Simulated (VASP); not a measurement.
# In3Ga13P16 (P1) in VASP: single point with PBEsol

Aim: the single point of In3Ga13P16 with PBEsol.

All numbers are computed with VASP 6.6.1; they aren't measurements. Logs are shortened: lines on timing, memory, paths and dates and some standing lists are left out, and cuts for length are marked.

### Step 1. The cell of the first run

The typed cell holds 64 atoms: a = 11.041 Å, b = 11.041 Å, c = 11.041 Å, α = 90.00°, β = 90.00°, γ = 90.00°.

### Step 2. Single point, PBEsol

INCAR

```
  PREC = Accurate
  ENCUT = 500
  EDIFF = 1E-6
  ISMEAR = -1
  SIGMA = 0.05
  LREAL = Auto
  LASPH = T
  NELM = 120
  ALGO = Normal
  ISIF = 2
  LWAVE = F
  LCHARG = F
  GGA = PS
  ISYM = -1
  NBANDS = 326
  GGA_COMPAT = F
```

KPOINTS

```
explicit points
1
Reciprocal
  0.25000000   0.25000000   0.25000000 1
```

POSCAR

```
In3Ga13P16
1.0
   11.0408225819      0.0000000000      0.0000000000
    0.0000000000     11.0408225819      0.0000000000
    0.0000000000      0.0000000000     11.0408225819
Ga P In
26 32 6
Direct
    0.0029840000      0.9995190000      0.0027130000
    0.0080240000      0.0004760000      0.4980700000
    0.9998730000      0.5002210000      0.0000890000
    0.0047210000      0.5005400000      0.4998510000
    0.4983680000      0.0027390000      0.0054460000
    0.4920480000      0.0020450000      0.4946140000
    0.4998060000      0.4983560000      0.0019940000
    0.4953860000      0.4979490000      0.4971670000
    0.2503120000      0.2528770000      0.0024240000
    0.2497360000      0.2530430000      0.4980650000
    0.2481730000      0.7474720000      0.0042880000
    0.2476240000      0.7474450000      0.4955070000
    0.7507590000      0.2549450000      0.0005890000
    0.7521560000      0.7464100000      0.0029130000
    0.2498490000      0.0002470000      0.2493890000
    0.2500210000      0.4998850000      0.2499430000
    0.2485420000      0.4985090000      0.7502570000
    0.7498660000      0.5000900000      0.2462530000
    0.7522810000      0.4983980000      0.7543410000
    0.0047550000      0.2523110000      0.2480770000
    0.0033270000      0.2550420000      0.7531300000
    0.0042880000      0.7471770000      0.2479070000
    0.0028620000      0.7463960000      0.7520740000
    0.4956670000      0.2527960000      0.2475970000
    0.4979730000      0.2543420000      0.7519620000
    0.4955680000      0.7478990000      0.2476230000
    0.1272900000      0.1253260000      0.1247820000
    0.1197800000      0.1346350000      0.6195000000
    0.1259200000      0.6222740000      0.1258020000
    0.1272370000      0.6249140000      0.6250640000
    0.6195100000      0.1347660000      0.1197380000
    0.6094890000      0.1240770000      0.6240500000
    0.6244660000      0.6248570000      0.1250490000
    0.6251990000      0.6085360000      0.6247840000
    0.3730210000      0.3768230000      0.1257410000
    0.3728380000      0.3752890000      0.6248790000
    0.3726330000      0.8749880000      0.1249190000
    0.3717220000      0.8731480000      0.6118130000
    0.8757650000      0.3753840000      0.1252890000
    0.8836130000      0.3838310000      0.6333130000
    0.8821990000      0.8671620000      0.1200730000
    0.8901360000      0.8763970000      0.6257500000
    0.3717080000      0.1281300000      0.3719630000
    0.3807290000      0.1330560000      0.8830920000
    0.3727360000      0.6238070000      0.3733920000
    0.3668050000      0.6172140000      0.8827800000
    0.8888470000      0.1263640000      0.3749460000
    0.8847580000      0.1346940000      0.8845360000
    0.8828010000      0.6168570000      0.3664840000
    0.8744490000      0.6245110000      0.8752540000
    0.1270570000      0.3764870000      0.3739300000
    0.1265340000      0.3761060000      0.8769410000
    0.1262080000      0.8737170000      0.3720380000
    0.1209750000      0.8679070000      0.8816960000
    0.6177960000      0.3812490000      0.3660640000
    0.6257690000      0.3761280000      0.8753260000
    0.6112800000      0.8743350000      0.3734620000
    0.6256180000      0.8753070000      0.8909400000
    0.7503120000      0.2549850000      0.5014810000
    0.7526590000      0.7473950000      0.4988520000
    0.2491250000      0.0031330000      0.7512100000
    0.7505420000      0.0010930000      0.2472900000
    0.7528600000      0.0041670000      0.7545730000
    0.4990690000      0.7473540000      0.7522380000
```

Potentials or basis: VASP PAW PBE potentials, release 64 (Ga_d, P, In_d).

Started as:

```sh
$ cat potpaw_PBE.64/Ga_d/POTCAR potpaw_PBE.64/P/POTCAR potpaw_PBE.64/In_d/POTCAR > POTCAR
$ mpirun -np 1 vasp_std > vasp.out
```

OUTCAR:

```text
PREC = Accurate
   ENCUT = 500
   EDIFF = 1E-6
   ISMEAR = -1
   LREAL = Auto
   LASPH = T
   NELM = 120
   ISIF = 2
   GGA = PS
   ISYM = -1

 ion  position               nearest neighbor table
   1  0.003  1.000  0.003-  41 2.36  54 2.37  27 2.37  48 2.37
   2  0.008  0.000  0.498-  47 2.35  28 2.35  42 2.36  53 2.37
   3  1.000  0.500  0.000-  29 2.38  52 2.38  39 2.38  50 2.39
   4  0.005  0.501  0.500-  40 2.37  30 2.37  49 2.37  51 2.37
   5  0.498  0.003  0.005-  31 2.35  58 2.36  44 2.36  37 2.38
   6  0.492  0.002  0.495-  38 2.34  57 2.35  43 2.35  32 2.35
[... 50 lines left out ...]
  57  0.611  0.874  0.373-   6 2.35  26 2.35  62 2.50  60 2.51
  58  0.626  0.875  0.891-  14 2.35   5 2.36  63 2.50  64 2.51
  59  0.750  0.255  0.501-  47 2.51  40 2.51  55 2.51  32 2.52  63 3.93  62 3.97
  60  0.753  0.747  0.499-  34 2.50  49 2.51  42 2.51  57 2.51  62 3.94  64 3.96  63 4.00
  61  0.249  0.003  0.751-  38 2.50  28 2.50  44 2.51  54 2.51  64 3.95
  62  0.751  0.001  0.247-  47 2.50  31 2.50  57 2.50  41 2.50  60 3.94  59 3.97
  63  0.753  0.004  0.755-  48 2.50  58 2.50  42 2.51  32 2.52  59 3.93  64 3.99  60 4.00
  64  0.499  0.747  0.752-  34 2.50  46 2.50  58 2.51  38 2.51  61 3.95  60 3.96  63 3.99

IMPORTANT INFORMATION: All symmetrisations will be switched off!
NOSYMM: (Re-)initialisation of all symmetry stuff for point group C_1.

----------------------------------------------------------------------------------------

                                     Primitive cell

  volume of cell :    1345.8737

  direct lattice vectors                    reciprocal lattice vectors
    11.040822582  0.000000000  0.000000000     0.090572962  0.000000000  0.000000000
     0.000000000 11.040822582  0.000000000     0.000000000  0.090572962  0.000000000
     0.000000000  0.000000000 11.040822582     0.000000000  0.000000000  0.090572962

  length of vectors
    11.040822582 11.040822582 11.040822582     0.090572962  0.090572962  0.090572962

  position of ions in fractional coordinates (direct lattice)
     0.002984000  0.999519000  0.002713000
     0.008024000  0.000476000  0.498070000
     0.999873000  0.500221000  0.000089000
     0.004721000  0.500540000  0.499851000
     0.498368000  0.002739000  0.005446000
     0.492048000  0.002045000  0.494614000
[... 56 lines left out ...]
     0.752860000  0.004167000  0.754573000
     0.499069000  0.747354000  0.752238000

  ion indices of the primitive-cell ions
   primitive index   ion index
                 1           1
                 2           2
[... 95 lines left out ...]
   NSW    =      0    number of steps for IOM
   IBRION =     -1    ionic relax: 0-MD 1-quasi-New 2-CG
   NFREE  =      0    steps in history (QN), initial steepest desc. (CG)
   ISIF   =      2    stress and relaxation
   ISYM   =     -1    0-nonsym 1-usesym 2-fastsym
   POTIM  = 0.5000    time-step for ionic-motion
   TEBEG  =    0.0;   TEEND  =   0.0 temperature during run
   PSTRESS=    0.0 pullay stress
   NELECT =     576.0000    total number of electrons
   NUPDOWN=      -1.0000    fix difference up-down
   EMIN   =  10.00;   EMAX   =-10.00  energy-range for DOS
   EFERMI =   0.00;   METHOD = LEGACY
   ISMEAR =    -1;   SIGMA  =   0.05  broadening in eV -4-tet -1-fermi 0-gaus
   EFERMI_NEDOS =   21; number of points for ismear=-14 and -15
   IALGO  =     38    algorithm
   IMIX   =      4    mixing-type and parameters
     AMIX     =   0.40;   BMIX     =  1.00
     AMIX_MAG =   1.60;   BMIX_MAG =  1.00
  volume/ion in A,a.u.               =      21.03       141.91
  Fermi-wavevector in a.u.,A,eV,Ry     =   1.233713  2.331380 20.708725  1.522048
  Thomas-Fermi vector in A             =   2.368432
   LORBIT       =      0    0 simple, 1 ext, 2 COOP (PROOUT), +10 PAW based schemes
   GGA     = PS    functional components
   LHFCALC =     F    Hartree Fock is set to
   AEXX    =    0.0000 exact exchange contribution
   IVDW    =     0    specifies the selected vdW correction
   LEPSILON=     F    determine dielectric tensor
   LRPA    =     F    only Hartree local field effects (RPA)
 non-spin polarized calculation
  energy-cutoff  :      500.00
  volume of cell :     1345.87
 maximum number of plane-waves:     34181
 NGX is ok and might be reduce to    80
   NGX = 41   NGY = 41   NGZ = 41

 number of electron     576.0000097 magnetization

 Free energy of the ion-electron system (eV)
  ---------------------------------------------------
  ext. energy  EPLUGINS =         0.00000000
  ---------------------------------------------------
  free energy    TOTEN  =      -312.08028166 eV

  energy without entropy =     -312.08028157  energy(sigma->0) =     -312.08028162

 E-fermi :   5.4688     XC(G=0):  -9.9370

 val. band max:        4.5627557809   @ k =   0.2500   0.2500   0.2500
 cond. band min:       6.3522628925   @ k =   0.2500   0.2500   0.2500
 fundamental gap:      1.7895071116
 Fermi energy:         5.4687778607

 k-point     1 :       0.2500    0.2500    0.2500
  band No.  band energies     occupation
      1      -9.9123      2.00000
      2      -9.9112      2.00000
      3      -9.9058      2.00000
      4      -9.9023      2.00000
      5      -9.9005      2.00000
      6      -9.8987      2.00000
[... 292 lines left out ...]
    299       7.1941      0.00000
    300       7.3117      0.00000
 [bands above 300 left out]

------------------------ aborting loop because EDIFF is reached ----------------------------------------

  FORCE on cell =-STRESS in cart. coord.  units (eV):
  Direction    XX          YY          ZZ          XY          YZ          ZX
  --------------------------------------------------------------------------------------
  -------------------------------------------------------------------------------------
  Total       -0.4909158     -1.0926574     -0.9161299     -5.3016766     -5.3248532     -5.0928681
  in kB       -0.5844042     -1.3007395     -1.0905946     -6.3113101     -6.3389004     -6.0627368
  external PRESSURE =      -0.9919128 kB  Pullay stress =       0.0000000 kB

 VOLUME and BASIS-vectors are now :
 -----------------------------------------------------------------------------
  energy-cutoff  :      500.00
  volume of cell :     1345.87
      direct lattice vectors                 reciprocal lattice vectors
    11.040822582  0.000000000  0.000000000     0.090572962  0.000000000  0.000000000
     0.000000000 11.040822582  0.000000000     0.000000000  0.090572962  0.000000000
     0.000000000  0.000000000 11.040822582     0.000000000  0.000000000  0.090572962

 POSITION                                       TOTAL-FORCE (eV/Angst)
 -----------------------------------------------------------------------------------
      0.03295     11.03551      0.02995        -0.001168     -0.017027     -0.002919
      0.08859      0.00526      5.49910        -0.009651     -0.004546     -0.004656
     11.03942      5.52285      0.00098        -0.001019     -0.000339      0.000026
      0.05212      5.52637      5.51877        -0.001181      0.001855     -0.003975
      5.50239      0.03024      0.06013         0.006591     -0.010374      0.001280
      5.43261      0.02258      5.46095        -0.005129     -0.016774     -0.002694
[... 56 lines left out ...]
      8.31219      0.04601      8.33111        -0.002042      0.001762      0.001461
      5.51013      8.25140      8.30533         0.002332      0.003086     -0.008435
 -----------------------------------------------------------------------------------
    total drift:                               -0.017619      0.001542     -0.000460

  FREE ENERGIE OF THE ION-ELECTRON SYSTEM (eV)
  ---------------------------------------------------
  free  energy   TOTEN  =      -312.0802816611 eV

  energy  without entropy=     -312.0802815725  energy(sigma->0) =     -312.08028162
```

It took 20 min on 1 thread of Intel Xeon Platinum 8259CL at 2.50GHz (Skylake/Cascade Lake), shared host; peak memory 1.2 GiB.

What came out:

| Quantity | Value |
| --- | --- |
| Free energy | -312.0803 eV |
| Pressure | -0.1 GPa |
| Largest force | 0.025 eV/Å |
| Band gap on the k mesh | 1.79 eV |

Forces on the atoms (eV/Å):
```
Ga  -0.001 -0.017 -0.003
Ga  -0.010 -0.005 -0.005
Ga  -0.001  0.000  0.000
Ga  -0.001  0.002 -0.004
Ga   0.007 -0.010  0.001
Ga  -0.005 -0.017 -0.003
Ga  -0.003 -0.001  0.000
Ga   0.010 -0.003 -0.003
Ga   0.001 -0.006 -0.001
Ga  -0.008 -0.011  0.006
Ga  -0.007 -0.003 -0.012
Ga  -0.001  0.002  0.002
Ga   0.000 -0.010 -0.010
Ga   0.006 -0.003  0.003
Ga   0.002  0.002  0.008
Ga   0.003  0.007  0.002
Ga   0.005  0.003  0.000
Ga  -0.003 -0.002  0.006
Ga  -0.002  0.006 -0.012
Ga  -0.002 -0.007  0.003
Ga  -0.008 -0.004 -0.011
Ga  -0.010  0.002 -0.001
Ga  -0.003  0.003 -0.008
Ga   0.008 -0.005 -0.002
Ga   0.003 -0.012 -0.015
Ga   0.000  0.001  0.005
P   -0.003  0.006 -0.005
P    0.010  0.018 -0.002
P    0.005 -0.006  0.003
P   -0.007 -0.003 -0.002
P   -0.012  0.013  0.003
P    0.005  0.012  0.017
P    0.012  0.000 -0.008
P    0.003 -0.002  0.010
P   -0.001  0.000 -0.002
P    0.002  0.005  0.005
P    0.003  0.004  0.001
P    0.014  0.011 -0.008
P   -0.003  0.009 -0.003
P    0.002 -0.009  0.015
P    0.008 -0.005 -0.004
P    0.015 -0.009 -0.011
P   -0.002  0.006 -0.010
P   -0.008  0.003  0.000
P    0.000  0.001 -0.002
P   -0.008 -0.003  0.008
P    0.009 -0.009  0.005
P   -0.005  0.017  0.006
P    0.015  0.000 -0.006
P    0.002  0.000  0.004
P   -0.003  0.003 -0.004
P    0.003 -0.002  0.004
P    0.006 -0.004  0.003
P   -0.006 -0.001  0.024
P   -0.006  0.011 -0.002
P    0.003 -0.003  0.007
P   -0.001  0.013  0.003
P   -0.015  0.005  0.005
In  -0.006 -0.003  0.003
In  -0.006  0.004  0.006
In  -0.001  0.004 -0.007
In  -0.002 -0.004  0.006
In  -0.002  0.002  0.001
In   0.002  0.003 -0.008
```

Levels at points of the mesh, in eV from the valence-band top:
```
           k point  band 284  band 285  band 286  band 287  band 288  band 289  band 290  band 291  band 292  band 293
(0.25, 0.25, 0.25)     -0.50     -0.46     -0.40     -0.02      0.00      1.79      1.95      1.96      1.98      2.31
```

Caveat: the PAW data sets were made with another functional, which shifts forces and pressure a little; spin-orbit coupling is left out, which moves the levels of the heavy elements; a shifted mesh leaves out Γ, where band edges can lie.
